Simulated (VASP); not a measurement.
Input of a VASP 6.6.1 run:

Contents of POSCAR:

```
Sb
1.0
    0.1733647600      2.3885337500      2.4958692300
    2.4173055400      0.0646925500      2.6045414300
    2.3204533900      2.4003538000      0.1615447000
Sb
1
Direct
    0.0000000000      0.0000000000      0.0000000000
```

INCAR.step1

```
SYSTEM = Sb
PREC = Accurate
ENCUT = 400
EDIFF = 1E-5
ISMEAR = -1
SIGMA = 0.1
LREAL = .False.
LASPH = .True.
NELM = 120
ALGO = Normal
ISIF = 2
LWAVE = .True.
LCHARG = .False.
GGA = PE
NBANDS = 8
GGA_COMPAT = .False.
```

INCAR.step2

```
SYSTEM = Sb
PREC = Accurate
ENCUT = 400
EDIFF = 1E-6
ISMEAR = -1
SIGMA = 0.1
LREAL = .False.
LASPH = .True.
NELM = 120
ALGO = Normal
ISIF = 2
LWAVE = .False.
LCHARG = .False.
GGA = PE
LHFCALC = .True.
HFSCREEN = 0.2079
PRECFOCK = Normal
ISTART = 1
NBANDS = 8
GGA_COMPAT = .False.
```

The input KPOINTS:

```
regular mesh
0
Gamma
  5 5 5
  0 0 0
```

Potentials or basis: VASP PAW PBE potentials, release 64 (Sb).

Run with:

```console
$ cat potpaw_PBE.64/Sb/POTCAR > POTCAR
$ cp INCAR.step1 INCAR
$ mpirun -np 1 vasp_std > vasp.out
$ cp INCAR.step2 INCAR
$ mpirun -np 1 vasp_std > vasp.out
```

Problem. Estimate the band gap on the k mesh.

Solution. Zero (an odd number of electrons rules out a gap without spin polarisation).

Problem. Estimate the pressure.

Solution. -0.9 GPa.

Stress tensor (GPa, compression positive):
```
-1.57 -1.47  1.89
-1.47 -0.01 -0.21
 1.89 -0.21 -1.06
```

Caveat: the k points lie up to 0.48 Å⁻¹ apart, too coarse for converged energies and pressures of a metal; the PAW data sets were made with another functional, which shifts forces and pressure a little; spin-orbit coupling is left out, which moves the levels of the heavy elements.
